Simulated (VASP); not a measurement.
## Sb: single point with r2SCAN

System: Sb, a slab with vacuum.

```
Sb
1.0
     4.10518    0.00000    0.00000
    -2.05259    3.55519    0.00000
     0.00000    0.00000   26.85525
Sb
2
Cartesian
  0.0000 2.3701 8.4589
  2.0526 1.1851 10.0688
```

```yaml
Program: VASP 6.6.1
Task: single point
Functional: r2SCAN
Potentials_or_basis: VASP PAW PBE potentials, release 64 (Sb_d_GW)
Cutoff: 440 eV
k_mesh: 6 × 6 × 1
Occupations: fermi-dirac, width 0.02 eV
Spin: no spin polarisation
Dipole_correction: yes
Further_INCAR_settings: ALGO = Normal; EDIFF = 1e-06; NBANDS = 22
```

```yaml
Largest_force: 0.017 eV/Å
Band_gap_on_the_k_mesh: 1.62 eV (least direct gap 2.04 eV)
```

Forces on the atoms (eV/Å):
```
Sb   0.000  0.000 -0.017
Sb   0.000  0.000  0.017
```

Levels at points of the mesh, in eV from the valence-band top:
```tsv
k point	band 13	band 14	band 15	band 16	band 17	band 18
(0.00, 0.00, 0.00)	-0.50	0.00	0.00	2.04	3.05	3.05
(0.50, 0.00, 0.00)	-2.99	-1.65	-1.42	1.96	2.86	3.94
```

Wall time 3.4 min on 1 thread of Intel(R) Xeon(R) 6975P-C (Granite Rapids) (shared host), peak memory 0.41 GiB.

Caveat: the PAW data sets were made with another functional, which shifts forces and pressure a little; spin-orbit coupling is left out, which moves the levels of the heavy elements.
